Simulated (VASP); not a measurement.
# HF in VASP: single point with LDA

Aim: the single point of HF with LDA.

All numbers are computed with VASP 6.6.1; they aren't measurements. Logs are shortened: lines on timing, memory, paths and dates and some standing lists are left out, and cuts for length are marked.

## Step 1: The cell of the first run

The cell holds a disordered packing, 16 atoms: a = 7.071 Å, b = 7.071 Å, c = 7.071 Å, α = 90.00°, β = 90.00°, γ = 90.00°.

## Step 2: Single point, LDA

File INCAR:

```
SYSTEM = HF
PREC = Accurate
ENCUT = 520
EDIFF = 1E-6
ISMEAR = -1
SIGMA = 0.02
LREAL = Auto
LASPH = .TRUE.
NELM = 100
ALGO = Normal
ISIF = 2
LWAVE = .FALSE.
LCHARG = .TRUE.
LELF = .TRUE.
LVHAR = .TRUE.
NBANDS = 46
```

File KPOINTS:

```
Automatic mesh
0
G
  1 1 1
  0 0 0
```

File POSCAR:

```
HF
1.0
    7.0713790000      0.0000000000      0.0000000000
    0.0000000000      7.0713790000      0.0000000000
    0.0000000000      0.0000000000      7.0713790000
F H
8 8
Direct
    0.3028604698      0.5636680749      0.2802070043
    0.4875547444      0.1705521206      0.6816597772
    0.3358086692      0.4461271641      0.5798027334
    0.5374147489      0.0345654991      0.9939800465
    0.4160197380      0.6532048354      0.9121924189
    0.4207039093      0.8330733012      0.6070797117
    0.0369855075      0.2880449550      0.7043784090
    0.3186513115      0.8848427528      0.2036099853
    0.3174238582      0.7060289777      0.2398277987
    0.4260625939      0.2949555912      0.6341069900
    0.3275685253      0.5101361699      0.4393293935
    0.5089576441      0.1084549159      0.8798950485
    0.4197197720      0.7178872673      0.7917983112
    0.4386680098      0.9691882306      0.6181393679
    0.1335021792      0.3718687987      0.6633129408
    0.4064479189      0.9331169457      0.1021217632
```

Potentials or basis: VASP PAW LDA potentials, release 64 (F, H).

The run is started by

```
cat potpaw_LDA.64/F/POTCAR potpaw_LDA.64/H/POTCAR > POTCAR
mpirun -np 1 vasp_gam > vasp.out
```

OUTCAR:

```text
SYSTEM = HF
   PREC = Accurate
   ENCUT = 520
   EDIFF = 1E-6
   ISMEAR = -1
   LREAL = Auto
   LASPH = .TRUE.
   NELM = 100
   ISIF = 2

 ion  position               nearest neighbor table
   1  0.303  0.564  0.280-   9 1.05  11 1.20
   2  0.488  0.171  0.682-  10 1.04
   3  0.336  0.446  0.580-  11 1.09  10 1.30
   4  0.537  0.035  0.994-  12 0.98
   5  0.416  0.653  0.912-  13 0.97
   6  0.421  0.833  0.607-  14 0.97
   7  0.037  0.288  0.704-  15 0.95
   8  0.319  0.885  0.204-  16 1.01   9 1.29
   9  0.317  0.706  0.240-   1 1.05   8 1.29
  10  0.426  0.295  0.634-   2 1.04   3 1.30
  11  0.328  0.510  0.439-   3 1.09   1 1.20
  12  0.509  0.108  0.880-   4 0.98
  13  0.420  0.718  0.792-   5 0.97
  14  0.439  0.969  0.618-   6 0.97
  15  0.134  0.372  0.663-   7 0.95
  16  0.406  0.933  0.102-   8 1.01

  LATTYP: Found a simple cubic cell.
 ALAT       =     7.0713790000

  Lattice vectors:

 A1 = (   7.0713790000,   0.0000000000,   0.0000000000)
 A2 = (   0.0000000000,   7.0713790000,   0.0000000000)
 A3 = (   0.0000000000,   0.0000000000,   7.0713790000)

Analysis of symmetry for initial positions (statically):
=====================================================================
 Subroutine PRICEL returns:
 Original cell was already a primitive cell.

 Routine SETGRP: Setting up the symmetry group for a
 simple cubic supercell.

 Subroutine GETGRP returns: Found  1 space group operations
 (whereof  1 operations were pure point group operations)
 out of a pool of 48 trial point group operations.

The static configuration has the point symmetry C_1 .

Analysis of symmetry for dynamics (positions and initial velocities):
=====================================================================
 Subroutine PRICEL returns:
 Original cell was already a primitive cell.

 Routine SETGRP: Setting up the symmetry group for a
 simple cubic supercell.

 Subroutine GETGRP returns: Found  1 space group operations
 (whereof  1 operations were pure point group operations)
 out of a pool of 48 trial point group operations.

The dynamic configuration has the point symmetry C_1 .

 Subroutine INISYM returns: Found  1 space group operations
 (whereof  1 operations are pure point group operations),
 and found     1 'primitive' translations

----------------------------------------------------------------------------------------

                                     Primitive cell

  volume of cell :     353.6001

  direct lattice vectors                    reciprocal lattice vectors
     7.071379000  0.000000000  0.000000000     0.141415133  0.000000000  0.000000000
     0.000000000  7.071379000  0.000000000     0.000000000  0.141415133  0.000000000
     0.000000000  0.000000000  7.071379000     0.000000000  0.000000000  0.141415133

  length of vectors
     7.071379000  7.071379000  7.071379000     0.141415133  0.141415133  0.141415133

  position of ions in fractional coordinates (direct lattice)
     0.302860470  0.563668075  0.280207004
     0.487554744  0.170552121  0.681659777
     0.335808669  0.446127164  0.579802733
     0.537414749  0.034565499  0.993980046
     0.416019738  0.653204835  0.912192419
     0.420703909  0.833073301  0.607079712
[... 8 lines left out ...]
     0.133502179  0.371868799  0.663312941
     0.406447919  0.933116946  0.102121763

  ion indices of the primitive-cell ions
   primitive index   ion index
                 1           1
                 2           2
                 3           3
                 4           4
                 5           5
                 6           6
[... 8 lines left out ...]
                15          15
                16          16

----------------------------------------------------------------------------------------

 KPOINTS: Automatic mesh

Automatic generation of k-mesh.
 Grid dimensions read from file:
 generate k-points for:    1    1    1

 Generating k-lattice:

  Cartesian coordinates                     Fractional coordinates (reciprocal lattice)
     0.141415133  0.000000000  0.000000000     1.000000000  0.000000000  0.000000000
     0.000000000  0.141415133  0.000000000     0.000000000  1.000000000  0.000000000
     0.000000000  0.000000000  0.141415133     0.000000000  0.000000000  1.000000000

  Length of vectors
     0.141415133  0.141415133  0.141415133

  Shift w.r.t. Gamma in fractional coordinates (k-lattice)
     0.000000000  0.000000000  0.000000000

 Subroutine IBZKPT returns following result:
 ===========================================

 Found      1 irreducible k-points:

 Following reciprocal coordinates:
            Coordinates               Weight
  0.000000  0.000000  0.000000      1.000000
   k-points           NKPTS =      1   k-points in BZ     NKDIM =      1   number of bands    NBANDS=     46
   number of dos      NEDOS =    301   number of ions     NIONS =     16
   total plane-waves  NPLWV = 157464
   dimension x,y,z NGX =    54 NGY =   54 NGZ =   54
   dimension x,y,z NGXF=   108 NGYF=  108 NGZF=  108
   ions per type =               8   8
   NGX,Y,Z   is equivalent  to a cutoff of  12.70, 12.70, 12.70 a.u.
   NGXF,Y,Z  is equivalent  to a cutoff of  25.39, 25.39, 25.39 a.u.
 SYSTEM =  HF
   PREC   = accura    normal or accurate (medium, high low for compatibility)
   ISTART =      0    job   : 0-new  1-cont  2-samecut
   ICHARG =      2    charge: 1-file 2-atom 10-const
   ISPIN  =      1    spin polarized calculation?
   LNONCOLLINEAR =      F non collinear calculations
   LSORBIT =      F    spin-orbit coupling
   LASPH  =      T    aspherical Exc in radial PAW
   ENCUT  =  520.0 eV  38.22 Ry    6.18 a.u.  13.15 13.15 13.15*2*pi/ulx,y,z
   NELM   =    100;   NELMIN=  2; NELMDL= -5     # of ELM steps
   EDIFF  = 0.1E-05   stopping-criterion for ELM
   LREAL  =      T    real-space projection
   EDIFFG = 0.1E-04   stopping-criterion for IOM
   NSW    =      0    number of steps for IOM
   IBRION =     -1    ionic relax: 0-MD 1-quasi-New 2-CG
   NFREE  =      0    steps in history (QN), initial steepest desc. (CG)
   ISIF   =      2    stress and relaxation
   ISYM   =      2    0-nonsym 1-usesym 2-fastsym
   POTIM  = 0.5000    time-step for ionic-motion
   TEBEG  =    0.0;   TEEND  =   0.0 temperature during run
   PSTRESS=    0.0 pullay stress
   NELECT =      64.0000    total number of electrons
   NUPDOWN=      -1.0000    fix difference up-down
   EMIN   =  10.00;   EMAX   =-10.00  energy-range for DOS
   EFERMI =   0.00;   METHOD = LEGACY
   ISMEAR =    -1;   SIGMA  =   0.02  broadening in eV -4-tet -1-fermi 0-gaus
   EFERMI_NEDOS =   21; number of points for ismear=-14 and -15
   IALGO  =     38    algorithm
   IMIX   =      4    mixing-type and parameters
     AMIX     =   0.40;   BMIX     =  1.00
     AMIX_MAG =   1.60;   BMIX_MAG =  1.00
  volume/ion in A,a.u.               =      22.10       149.14
  Fermi-wavevector in a.u.,A,eV,Ry     =   0.926042  1.749966 11.667729  0.857554
  Thomas-Fermi vector in A             =   2.051962
   LORBIT       =      0    0 simple, 1 ext, 2 COOP (PROOUT), +10 PAW based schemes
   GGA     = CA    functional components
   LHFCALC =     F    Hartree Fock is set to
   AEXX    =    0.0000 exact exchange contribution
   IVDW    =     0    specifies the selected vdW correction
   LEPSILON=     F    determine dielectric tensor
   LRPA    =     F    only Hartree local field effects (RPA)
 non-spin polarized calculation
  energy-cutoff  :      520.00
  volume of cell :      353.60
 maximum number of plane-waves:      4730
 NGX is ok and might be reduce to    54
   NGX = 27   NGY = 27   NGZ = 27

 number of electron      64.0000004 magnetization

 Free energy of the ion-electron system (eV)
  ---------------------------------------------------
  ext. energy  EPLUGINS =         0.00000000
  ---------------------------------------------------
  free energy    TOTEN  =       -70.79682874 eV

  energy without entropy =      -70.79682874  energy(sigma->0) =      -70.79682874

 E-fermi :  -6.8745     XC(G=0):  -4.6120

 val. band max:       -7.4059982753   @ k =   0.0000   0.0000   0.0000
 cond. band min:      -0.4387681304   @ k =   0.0000   0.0000   0.0000
 fundamental gap:      6.9672301450
 Fermi energy:        -6.8744549977

 k-point     1 :       0.0000    0.0000    0.0000
  band No.  band energies     occupation
      1     -30.0339      2.00000
      2     -29.5197      2.00000
      3     -29.3837      2.00000
      4     -28.8499      2.00000
      5     -28.6018      2.00000
      6     -28.3705      2.00000
[... 36 lines left out ...]
     43       5.2982      0.00000
     44       5.3188      0.00000
 [bands above 44 left out]

------------------------ aborting loop because EDIFF is reached ----------------------------------------

  FORCE on cell =-STRESS in cart. coord.  units (eV):
  Direction    XX          YY          ZZ          XY          YZ          ZX
  --------------------------------------------------------------------------------------
  -------------------------------------------------------------------------------------
  Total       -0.5531494     -1.6696290     -0.9415473      0.0484712      0.3864767     -0.0415125
  in kB       -2.5063440     -7.5651616     -4.2661921      0.2196250      1.7511430     -0.1880948
  external PRESSURE =      -4.7792325 kB  Pullay stress =       0.0000000 kB

 VOLUME and BASIS-vectors are now :
 -----------------------------------------------------------------------------
  energy-cutoff  :      520.00
  volume of cell :      353.60
      direct lattice vectors                 reciprocal lattice vectors
     7.071379000  0.000000000  0.000000000     0.141415133  0.000000000  0.000000000
     0.000000000  7.071379000  0.000000000     0.000000000  0.141415133  0.000000000
     0.000000000  0.000000000  7.071379000     0.000000000  0.000000000  0.141415133

 POSITION                                       TOTAL-FORCE (eV/Angst)
 -----------------------------------------------------------------------------------
      2.14164      3.98591      1.98145         0.078665     -0.018745      0.094619
      3.44768      1.20604      4.82027         0.035665     -0.279168      0.165217
      2.37463      3.15473      4.10000         0.047227     -0.183123      0.265515
      3.80026      0.24443      7.02881        -0.084183     -0.135433      0.260339
      2.94183      4.61906      6.45046        -0.012365     -0.008251      0.116887
      2.97496      5.89098      4.29289        -0.029245     -0.093064     -0.038214
[... 8 lines left out ...]
      0.94404      2.62963      4.69054         0.228750      0.215600     -0.103743
      2.87415      6.59842      0.72214         0.118003      0.080610     -0.115134
 -----------------------------------------------------------------------------------
    total drift:                               -0.003883      0.004627      0.002847

  FREE ENERGIE OF THE ION-ELECTRON SYSTEM (eV)
  ---------------------------------------------------
  free  energy   TOTEN  =       -70.7968287369 eV

  energy  without entropy=      -70.7968287369  energy(sigma->0) =      -70.79682874
```

Run time: 45 s. Hardware: 1 thread of Intel Xeon Platinum 8259CL at 2.50GHz (Skylake/Cascade Lake), shared host; peak memory 0.27 GiB.

What came out:

* Free energy: -70.7968 eV
* Pressure: -0.5 GPa
* Largest force: 0.364 eV/Å

Forces on the atoms (eV/Å):
```
F    0.079 -0.019  0.095
F    0.036 -0.279  0.165
F    0.047 -0.183  0.266
F   -0.084 -0.135  0.260
F   -0.012 -0.008  0.117
F   -0.029 -0.093 -0.038
F   -0.239 -0.216  0.127
F    0.016 -0.192  0.083
H   -0.002  0.178 -0.007
H   -0.150  0.274 -0.143
H   -0.039  0.071 -0.355
H   -0.008  0.094 -0.231
H    0.005  0.079 -0.125
H    0.034  0.134  0.006
H    0.229  0.216 -0.104
H    0.118  0.081 -0.115
```

Stress tensor (GPa, compression positive):
```
-0.25  0.02 -0.02
 0.02 -0.76  0.18
-0.02  0.18 -0.43
```

Caveat: the k points lie up to 0.89 Å⁻¹ apart.
